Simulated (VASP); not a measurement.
A run of VASP 6.6.1 is set up as follows.

File INCAR:

```
SYSTEM = Si2W
PREC     = Accurate       ! precision mode
ENCUT    = 500            ! plane-wave cutoff, eV
EDIFF    = 1E-6           ! SCF threshold, eV
ISMEAR   = 0              ! smearing method
SIGMA    = 0.1            ! smearing width, eV
LREAL    = .False.        ! projectors in reciprocal space
LASPH    = .True.         ! aspherical terms in the spheres
NELM     = 120            ! most SCF steps
ALGO     = Normal         ! electronic algorithm
ISIF     = 2              ! what is computed and relaxed
LWAVE    = .False.        ! write WAVECAR
LCHARG   = .False.        ! write CHGCAR
GGA      = PE             ! functional
NBANDS   = 18             ! bands
GGA_COMPAT= .False.
```

File KPOINTS:

```
regular mesh
0
Gamma
  18 18 18
  0 0 0
```

Contents of POSCAR:

```
Si2W
1.0
   -1.6146705532      1.6146705532      3.9339078331
    1.6146705532     -1.6146705532      3.9339078331
    1.6146705532      1.6146705532     -3.9339078331
W Si
1 2
Direct
    0.0000000000      0.0000000000      0.0000000000
    0.3345607784      0.3345607784      0.0000000000
    0.6654392216      0.6654392216      0.0000000000
```

Potentials or basis: VASP PAW PBE potentials, release 64 (W_sv, Si).

Launch:

```bash
$ cat potpaw_PBE.64/W_sv/POTCAR potpaw_PBE.64/Si/POTCAR > POTCAR
$ mpirun -np 1 vasp_std > vasp.out
```

Question: Predict the band gap on the k mesh.

Answer: Zero (band 11 reaches 12.49 eV, above the bottom of band 12 at 11.24 eV).

Question: Estimate the pressure.

Answer: 0.0 GPa.

Stress tensor (GPa, compression positive):
```
 0.03  0.00  0.00
 0.00  0.03  0.00
 0.00  0.00 -0.06
```

Caveat: spin-orbit coupling is left out, which moves the levels of the heavy elements.
